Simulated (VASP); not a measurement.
# Si16Ge (a cell with a defect) in VASP: a series of runs

The runs below take Si16Ge (a cell with a defect) through single point, with PBE.

Everything below comes from runs of VASP 6.6.1. Logs are shortened: lines on timing, memory, paths and dates and some standing lists are left out, and cuts for length are marked.

### 1 The cell of the first run

The cell holds a defect, 17 atoms: a = 7.679 Å, b = 7.679 Å, c = 7.679 Å, α = 60.00°, β = 60.00°, γ = 60.00°.

### 2 Single point, PBE

INCAR

```
SYSTEM = Si16Ge
PREC = Accurate
ENCUT = 520
EDIFF = 1E-7
ISMEAR = 0
SIGMA = 0.02
LREAL = Auto
LASPH = .True.
NELM = 60
ALGO = Normal
ISIF = 2
LWAVE = .False.
LCHARG = .False.
GGA = PE
NBANDS = 53
```

KPOINTS

```
regular mesh
0
Gamma
  2 2 2
  0 0 0
```

POSCAR

```
Si16Ge
1.0
    0.0000000000      5.4300000000      5.4300000000
    5.4300000000      0.0000000000      5.4300000000
    5.4300000000      5.4300000000      0.0000000000
Si Ge
16 1
Direct
    0.0011465009      0.0131976980     -0.0147420810
    0.1061739411      0.1295177716      0.1346186924
   -0.0370744936      0.0140798343      0.5088781768
    0.1193231123      0.1510763352      0.6135971455
    0.0011224678      0.5001959484     -0.0146344383
    0.1441097606      0.6428189687      0.0701313076
    0.0184705341      0.5180629834      0.4451620626
    0.1189584715      0.6158759669      0.6137520258
    0.4750686004     -0.0246796501      0.0740054328
    0.6304083794      0.1312023020      0.1308488950
    0.5145848066      0.0230360037      0.5038354512
    0.6024179558      0.1010881215      0.6951391344
    0.5148031308      0.5014506446     -0.0179143646
    0.6303903315      0.6072269797      0.1309617864
    0.5145463168      0.4582656538      0.5039345304
    0.6503065378      0.6196984346      0.6105087477
    0.3321205341      0.8270358195      0.5131551565
```

Potentials or basis: VASP PAW PBE potentials, release 64 (Si, Ge_d).

Started as:

```
$ cat potpaw_PBE.64/Si/POTCAR potpaw_PBE.64/Ge_d/POTCAR > POTCAR
$ mpirun -np 1 vasp_std > vasp.out
```

OUTCAR:

```text
SYSTEM = Si16Ge
   PREC = Accurate
   ENCUT = 520
   EDIFF = 1E-7
   ISMEAR = 0
   LREAL = Auto
   LASPH = .True.
   NELM = 60
   ISIF = 2
   GGA = PE

 ion  position               nearest neighbor table
   1  0.001  0.013  0.985-  10 2.33   2 2.33   4 2.33   6 2.34
   2  0.106  0.130  0.135-   5 2.33   1 2.33   3 2.35   9 2.35
   3  0.963  0.014  0.509-  12 2.30   2 2.35  17 2.46   4 2.50   8 2.50
   4  0.119  0.151  0.614-   7 2.32   1 2.33  17 2.46  11 2.49   3 2.50
   5  0.001  0.500  0.985-  14 2.33   2 2.33   8 2.33   6 2.34
   6  0.144  0.643  0.070-  13 2.34   1 2.34   5 2.34   7 2.35
   7  0.018  0.518  0.445-   8 2.32   4 2.32  16 2.33   6 2.35
   8  0.119  0.616  0.614-   7 2.32   5 2.33  17 2.46  15 2.49   3 2.50
   9  0.475  0.975  0.074-  10 2.35  14 2.35   2 2.35  12 2.38  17 2.75
  10  0.630  0.131  0.131-  13 2.33   1 2.33  11 2.34   9 2.35
  11  0.515  0.023  0.504-  12 2.29  10 2.34  17 2.48   4 2.49  16 2.54
  12  0.602  0.101  0.695-  15 2.29  11 2.29   3 2.30   9 2.38
  13  0.515  0.501  0.982-  10 2.33  14 2.33  16 2.33   6 2.34
  14  0.630  0.607  0.131-  13 2.33   5 2.33  15 2.34   9 2.35
  15  0.515  0.458  0.504-  12 2.29  14 2.34  17 2.47   8 2.49  16 2.54
  16  0.650  0.620  0.611-   7 2.33  13 2.33  17 2.41  11 2.54  15 2.54
  17  0.332  0.827  0.513-  16 2.41   8 2.46   4 2.46   3 2.46  15 2.47  11 2.48   9 2.75

  LATTYP: Found a face centered cubic cell.
 ALAT       =    10.8600000000

  Lattice vectors:

 A1 = (   0.0000000000,   5.4300000000,   5.4300000000)
 A2 = (   5.4300000000,   0.0000000000,   5.4300000000)
 A3 = (   5.4300000000,   5.4300000000,   0.0000000000)

Analysis of symmetry for initial positions (statically):
=====================================================================
 Subroutine PRICEL returns:
 Original cell was already a primitive cell.

 Routine SETGRP: Setting up the symmetry group for a
 face centered cubic supercell.

 Subroutine GETGRP returns: Found  1 space group operations
 (whereof  1 operations were pure point group operations)
 out of a pool of 48 trial point group operations.

The static configuration has the point symmetry C_1 .

Analysis of symmetry for dynamics (positions and initial velocities):
=====================================================================
 Subroutine PRICEL returns:
 Original cell was already a primitive cell.

 Routine SETGRP: Setting up the symmetry group for a
 face centered cubic supercell.

 Subroutine GETGRP returns: Found  1 space group operations
 (whereof  1 operations were pure point group operations)
 out of a pool of 48 trial point group operations.

The dynamic configuration has the point symmetry C_1 .

 Subroutine INISYM returns: Found  1 space group operations
 (whereof  1 operations are pure point group operations),
 and found     1 'primitive' translations

----------------------------------------------------------------------------------------

                                     Primitive cell

  volume of cell :     320.2060

  direct lattice vectors                    reciprocal lattice vectors
     0.000000000  5.430000000  5.430000000    -0.092081031  0.092081031  0.092081031
     5.430000000  0.000000000  5.430000000     0.092081031 -0.092081031  0.092081031
     5.430000000  5.430000000  0.000000000     0.092081031  0.092081031 -0.092081031

  length of vectors
     7.679179644  7.679179644  7.679179644     0.159489025  0.159489025  0.159489025

  position of ions in fractional coordinates (direct lattice)
     0.001146501  0.013197698  0.985257919
     0.106173941  0.129517772  0.134618692
     0.962925506  0.014079834  0.508878177
     0.119323112  0.151076335  0.613597146
     0.001122468  0.500195948  0.985365562
     0.144109761  0.642818969  0.070131308
[... 9 lines left out ...]
     0.650306538  0.619698435  0.610508748
     0.332120534  0.827035819  0.513155156

  ion indices of the primitive-cell ions
   primitive index   ion index
                 1           1
                 2           2
                 3           3
                 4           4
                 5           5
                 6           6
[... 9 lines left out ...]
                16          16
                17          17

----------------------------------------------------------------------------------------

 KPOINTS: regular mesh

Automatic generation of k-mesh.
 Grid dimensions read from file:
 generate k-points for:    2    2    2

 Generating k-lattice:

  Cartesian coordinates                     Fractional coordinates (reciprocal lattice)
    -0.046040516  0.046040516  0.046040516     0.500000000  0.000000000  0.000000000
     0.046040516 -0.046040516  0.046040516     0.000000000  0.500000000  0.000000000
     0.046040516  0.046040516 -0.046040516     0.000000000  0.000000000  0.500000000

  Length of vectors
     0.079744512  0.079744512  0.079744512

  Shift w.r.t. Gamma in fractional coordinates (k-lattice)
     0.000000000  0.000000000  0.000000000

 Subroutine IBZKPT returns following result:
 ===========================================

 Found      8 irreducible k-points:

 Following reciprocal coordinates:
            Coordinates               Weight
  0.000000  0.000000  0.000000      1.000000
  0.500000  0.000000  0.000000      1.000000
  0.000000  0.500000  0.000000      1.000000
  0.000000  0.000000  0.500000      1.000000
  0.500000  0.500000  0.500000      1.000000
  0.500000  0.500000  0.000000      1.000000
  0.000000  0.500000  0.500000      1.000000
  0.500000  0.000000  0.500000      1.000000
   k-points           NKPTS =      8   k-points in BZ     NKDIM =      8   number of bands    NBANDS=     53
   number of dos      NEDOS =    301   number of ions     NIONS =     17
   total plane-waves  NPLWV = 216000
   dimension x,y,z NGX =    60 NGY =   60 NGZ =   60
   dimension x,y,z NGXF=   120 NGYF=  120 NGZF=  120
   ions per type =              16   1
   NGX,Y,Z   is equivalent  to a cutoff of  12.99, 12.99, 12.99 a.u.
   NGXF,Y,Z  is equivalent  to a cutoff of  25.98, 25.98, 25.98 a.u.
 SYSTEM =  Si16Ge
   PREC   = accura    normal or accurate (medium, high low for compatibility)
   ISTART =      0    job   : 0-new  1-cont  2-samecut
   ICHARG =      2    charge: 1-file 2-atom 10-const
   ISPIN  =      1    spin polarized calculation?
[... 15 lines left out ...]
   PSTRESS=    0.0 pullay stress
   NELECT =      78.0000    total number of electrons
   NUPDOWN=      -1.0000    fix difference up-down
   EMIN   =  10.00;   EMAX   =-10.00  energy-range for DOS
   EFERMI =   0.00;   METHOD = LEGACY
   ISMEAR =     0;   SIGMA  =   0.02  broadening in eV -4-tet -1-fermi 0-gaus
   EFERMI_NEDOS =   21; number of points for ismear=-14 and -15
   IALGO  =     38    algorithm
   IMIX   =      4    mixing-type and parameters
     AMIX     =   0.40;   BMIX     =  1.00
     AMIX_MAG =   1.60;   BMIX_MAG =  1.00
  volume/ion in A,a.u.               =      18.84       127.11
  Fermi-wavevector in a.u.,A,eV,Ry     =   1.022421  1.932096 14.222785  1.045345
  Thomas-Fermi vector in A             =   2.156100
   LORBIT       =      0    0 simple, 1 ext, 2 COOP (PROOUT), +10 PAW based schemes
   GGA     = PE    functional components
   LHFCALC =     F    Hartree Fock is set to
   AEXX    =    0.0000 exact exchange contribution
   IVDW    =     0    specifies the selected vdW correction
   LEPSILON=     F    determine dielectric tensor
   LRPA    =     F    only Hartree local field effects (RPA)
 non-spin polarized calculation
 Gauss-broadening in eV      SIGMA  =   0.02
  energy-cutoff  :      520.00
  volume of cell :      320.21
 maximum number of plane-waves:      8646
 NGX is ok and might be reduce to    60
   NGX = 29   NGY = 29   NGZ = 29

 number of electron      78.0000000 magnetization

 Free energy of the ion-electron system (eV)
  ---------------------------------------------------
  ext. energy  EPLUGINS =         0.00000000
  ---------------------------------------------------
  free energy    TOTEN  =       -86.34956683 eV

  energy without entropy =      -86.34558683  energy(sigma->0) =      -86.34757683

 E-fermi :   6.7354     XC(G=0):  -9.7721

 val. band max:        6.7300884867   @ k =   0.5000   0.5000   0.0000
 cond. band min:       6.7674302989   @ k =   0.0000   0.0000   0.0000
 fundamental gap:      0.0373418123
 Fermi energy:         6.7353946156

 k-point     1 :       0.0000    0.0000    0.0000
  band No.  band energies     occupation
      1     -18.0496      2.00000
      2     -18.0459      2.00000
      3     -17.9436      2.00000
      4     -17.9416      2.00000
      5     -17.9387      2.00000
      6      -6.3637      2.00000
[... 43 lines left out ...]
     50       8.5311      0.00000
     51       8.8434      0.00000

 k-point     2 :       0.5000    0.0000    0.0000
  band No.  band energies     occupation
      1     -18.0497      2.00000
      2     -18.0459      2.00000
      3     -17.9436      2.00000
      4     -17.9416      2.00000
      5     -17.9387      2.00000
      6      -5.9532      2.00000
[... 43 lines left out ...]
     50       9.7262      0.00000
     51      10.0399      0.00000

 k-point     3 :       0.0000    0.5000    0.0000
  band No.  band energies     occupation
      1     -18.0497      2.00000
      2     -18.0459      2.00000
      3     -17.9436      2.00000
      4     -17.9416      2.00000
      5     -17.9387      2.00000
      6      -5.9451      2.00000
[... 43 lines left out ...]
     50       9.7255      0.00000
     51      10.0780      0.00000

 k-point     4 :       0.0000    0.0000    0.5000
  band No.  band energies     occupation
      1     -18.0497      2.00000
      2     -18.0459      2.00000
      3     -17.9436      2.00000
      4     -17.9416      2.00000
      5     -17.9387      2.00000
      6      -6.0166      2.00000
[... 43 lines left out ...]
     50       9.8472      0.00000
     51      10.0700      0.00000

 k-point     5 :       0.5000    0.5000    0.5000
  band No.  band energies     occupation
      1     -18.0497      2.00000
      2     -18.0459      2.00000
      3     -17.9436      2.00000
      4     -17.9416      2.00000
      5     -17.9387      2.00000
      6      -5.9450      2.00000
[... 43 lines left out ...]
     50       9.7259      0.00000
     51      10.0786      0.00000

 k-point     6 :       0.5000    0.5000    0.0000
  band No.  band energies     occupation
      1     -18.0496      2.00000
      2     -18.0459      2.00000
      3     -17.9436      2.00000
      4     -17.9416      2.00000
      5     -17.9387      2.00000
      6      -5.8356      2.00000
[... 43 lines left out ...]
     50      10.3464      0.00000
     51      10.4415      0.00000

 k-point     7 :       0.0000    0.5000    0.5000
  band No.  band energies     occupation
      1     -18.0496      2.00000
      2     -18.0459      2.00000
      3     -17.9436      2.00000
      4     -17.9416      2.00000
      5     -17.9387      2.00000
      6      -5.8357      2.00000
[... 43 lines left out ...]
     50      10.3487      0.00000
     51      10.4407      0.00000

 k-point     8 :       0.5000    0.0000    0.5000
  band No.  band energies     occupation
      1     -18.0497      2.00000
      2     -18.0459      2.00000
      3     -17.9436      2.00000
      4     -17.9416      2.00000
      5     -17.9387      2.00000
      6      -5.8440      2.00000
[... 43 lines left out ...]
     50      10.3924      0.00000
     51      10.4422      0.00000
 [bands above 51 left out]

------------------------ aborting loop because EDIFF is reached ----------------------------------------

  FORCE on cell =-STRESS in cart. coord.  units (eV):
  Direction    XX          YY          ZZ          XY          YZ          ZX
  --------------------------------------------------------------------------------------
  -------------------------------------------------------------------------------------
  Total       11.1272171     11.1250836     11.1436441     -1.3514511      1.3497554      1.6699016
  in kB       55.6759532     55.6652779     55.7581471     -6.7620978      6.7536132      8.3554913
  external PRESSURE =      55.6997927 kB  Pullay stress =       0.0000000 kB

 VOLUME and BASIS-vectors are now :
 -----------------------------------------------------------------------------
  energy-cutoff  :      520.00
  volume of cell :      320.21
      direct lattice vectors                 reciprocal lattice vectors
     0.000000000  5.430000000  5.430000000    -0.092081031  0.092081031  0.092081031
     5.430000000  0.000000000  5.430000000     0.092081031 -0.092081031  0.092081031
     5.430000000  5.430000000  0.000000000     0.092081031  0.092081031 -0.092081031

 POSITION                                       TOTAL-FORCE (eV/Angst)
 -----------------------------------------------------------------------------------
      5.42161      5.35618      0.07789        -0.008156     -0.004993      0.009842
      1.43426      1.30750      1.27981         0.005093     -0.006758     -0.005184
      2.83966      7.99189      5.30514        -0.009437     -0.010756      0.008593
      4.15218      3.97976      1.46827        -0.018978      0.006958     -0.025398
      8.06660      5.35663      2.72216        -0.009501     -0.005336      0.008200
      3.87132      1.16333      4.27302         0.014912      0.018269     -0.015357
[... 9 lines left out ...]
      6.68002      6.84623      6.89613         0.000858     -0.004572     -0.007335
      7.27724      4.58985      6.29422        -0.003699     -0.014244      0.012389
 -----------------------------------------------------------------------------------
    total drift:                                0.002157     -0.000309      0.000349

  FREE ENERGIE OF THE ION-ELECTRON SYSTEM (eV)
  ---------------------------------------------------
  free  energy   TOTEN  =       -86.3495668345 eV

  energy  without entropy=      -86.3455868266  energy(sigma->0) =      -86.34757683
```

It took 2.2 min on 1 thread of Intel Xeon 6975P-C (Granite Rapids), shared host; peak memory 0.49 GiB.

Results:

| Item | Value |
| --- | --- |
| Free energy | -86.3496 eV |
| Pressure | 5.6 GPa |
| Largest force | 0.038 eV/Å |
| Band gap on the k mesh | zero (band 39 reaches 6.73 eV, above the bottom of band 40 at 6.65 eV) |

Forces in eV/Å, atoms in the order of the input:
```
Si  -0.008 -0.005  0.010
Si   0.005 -0.007 -0.005
Si  -0.009 -0.011  0.009
Si  -0.019  0.007 -0.025
Si  -0.010 -0.005  0.008
Si   0.015  0.018 -0.015
Si   0.025  0.012 -0.024
Si   0.022  0.009  0.021
Si   0.021  0.013 -0.020
Si   0.005  0.005  0.012
Si  -0.036 -0.010 -0.008
Si   0.008  0.015 -0.009
Si  -0.011 -0.021  0.011
Si  -0.013  0.005 -0.003
Si   0.008 -0.008  0.034
Si   0.001 -0.005 -0.007
Ge  -0.004 -0.014  0.012
```

Stress tensor (GPa, compression positive):
```
 5.57 -0.68  0.84
-0.68  5.57  0.68
 0.84  0.68  5.58
```

Levels at points of the mesh, in eV from the Fermi level:
```csv
k point,band 35,band 36,band 37,band 38,band 39,band 40,band 41,band 42,band 43,band 44
"(0.00, 0.00, 0.00)",-1.36,-1.06,-0.55,-0.52,-0.49,-0.08,0.03,0.30,0.31,0.80
"(0.50, 0.00, 0.00)",-1.40,-1.38,-1.27,-0.81,-0.27,0.29,0.79,0.96,1.12,1.34
"(0.00, 0.50, 0.00)",-1.38,-1.36,-1.32,-0.83,-0.20,0.26,0.80,0.91,1.11,1.36
"(0.00, 0.00, 0.50)",-1.26,-1.26,-1.19,-1.13,-0.17,0.40,0.54,1.21,1.28,1.31
"(0.50, 0.50, 0.50)",-1.38,-1.35,-1.32,-0.83,-0.20,0.26,0.80,0.91,1.11,1.36
"(0.50, 0.50, 0.00)",-1.92,-1.79,-1.65,-0.73,-0.01,0.48,1.37,1.50,1.79,1.92
"(0.00, 0.50, 0.50)",-1.92,-1.79,-1.65,-0.73,-0.01,0.48,1.37,1.50,1.79,1.92
"(0.50, 0.00, 0.50)",-1.91,-1.76,-1.68,-0.79,-0.01,0.48,1.38,1.49,1.77,1.95
```

Caveat: the k points lie up to 0.50 Å⁻¹ apart.

### 3 Single point, PBE

INCAR

```
SYSTEM = Si16Ge
ALGO = Normal
EDIFF = 1E-7
ENCUT = 520
GGA = PE
ISIF = 2
ISMEAR = 0
LASPH = .True.
LCHARG = .True.
LELF = .True.
LREAL = Auto
LVHAR = .True.
LWAVE = .False.
NBANDS = 53
NELM = 60
PREC = Accurate
SIGMA = 0.02
```

KPOINTS

```
k-points
0
Gamma
  2 2 2
  0 0 0
```

POSCAR

```
Si16Ge
1.0
    0.0000000000      5.4300000000      5.4300000000
    5.4300000000      0.0000000000      5.4300000000
    5.4300000000      5.4300000000      0.0000000000
Si Ge
16 1
Direct
   -0.0002354512      0.0092883057     -0.0083656538
    0.1137541436      0.1278314917      0.1306333333
   -0.0247092081      0.0069548803      0.5111243094
    0.1181470534      0.1438976980      0.6208422652
   -0.0002236648      0.4993369245     -0.0083319521
    0.1359165746      0.6359086556      0.0923088398
    0.0120616943      0.5112697974      0.4653198895
    0.1181046961      0.6171275322      0.6208560773
    0.4893732044     -0.0118310313      0.0340941989
    0.6286249540      0.1296227440      0.1284927256
    0.5072929098      0.0117312155      0.5081476059
    0.6123673112      0.1096671271      0.6680485267
    0.5090600368      0.5003451197     -0.0097583794
    0.6287133517      0.6130813076      0.1285277164
    0.5075631676      0.4726071823      0.5081219153
    0.6437499079      0.6184869245      0.6193250460
    0.3588643646      0.8550181400      0.4307378453
```

Potentials or basis: VASP PAW PBE potentials, release 64 (Si, Ge_d).

Started as:

```
$ cat potpaw_PBE.64/Si/POTCAR potpaw_PBE.64/Ge_d/POTCAR > POTCAR
$ mpirun -np 1 vasp_std > vasp.out
```

Wall time 2.1 min (1 thread of Intel Xeon 6975P-C (Granite Rapids), shared host); peak memory 0.49 GiB.

It converged, with:

```
Free energy            : -86.5388 eV
Pressure               : 6.3 GPa
Largest force          : 0.350 eV/Å
Band gap on the k mesh : zero (band 39 reaches 6.97 eV, above the bottom of band 40 at 6.74 eV)
```

Forces in eV/Å, atoms in the order of the input:
```
Si   0.018  0.028 -0.032
Si  -0.015  0.024  0.015
Si  -0.010  0.064  0.008
Si   0.009  0.035 -0.043
Si   0.032  0.028 -0.017
Si   0.069  0.064 -0.069
Si   0.053  0.059 -0.053
Si   0.043  0.036 -0.007
Si  -0.097 -0.090  0.097
Si  -0.007 -0.007 -0.022
Si  -0.016 -0.004 -0.076
Si  -0.061 -0.056  0.060
Si   0.042  0.017 -0.041
Si   0.022 -0.005  0.006
Si   0.077 -0.003  0.015
Si   0.040  0.014 -0.042
Ge  -0.199 -0.206  0.201
```

Stress tensor (GPa, compression positive):
```
 6.31 -0.33  0.25
-0.33  6.32  0.34
 0.25  0.34  6.31
```

Levels at points of the mesh, in eV from the Fermi level:
```tsv
k point	band 35	band 36	band 37	band 38	band 39	band 40	band 41	band 42	band 43	band 44
(0.00, 0.00, 0.00)	-1.67	-0.93	-0.76	-0.74	-0.47	-0.20	-0.19	0.00	0.03	0.43
(0.50, 0.00, 0.00)	-1.54	-1.52	-1.50	-1.33	-0.25	0.25	0.70	0.75	0.84	1.21
(0.00, 0.50, 0.00)	-1.54	-1.52	-1.52	-1.35	-0.25	0.28	0.68	0.76	0.83	1.22
(0.00, 0.00, 0.50)	-1.49	-1.48	-1.47	-1.45	-0.37	0.34	0.40	1.02	1.03	1.11
(0.50, 0.50, 0.50)	-1.54	-1.52	-1.52	-1.35	-0.25	0.27	0.68	0.76	0.83	1.21
(0.50, 0.50, 0.00)	-2.15	-2.03	-1.89	-1.23	0.01	0.58	1.05	1.14	1.23	1.84
(0.00, 0.50, 0.50)	-2.15	-2.03	-1.89	-1.23	0.01	0.58	1.05	1.14	1.23	1.84
(0.50, 0.00, 0.50)	-2.14	-2.02	-1.91	-1.25	0.02	0.58	1.05	1.13	1.21	1.86
```

Caveat: the k points lie up to 0.50 Å⁻¹ apart.
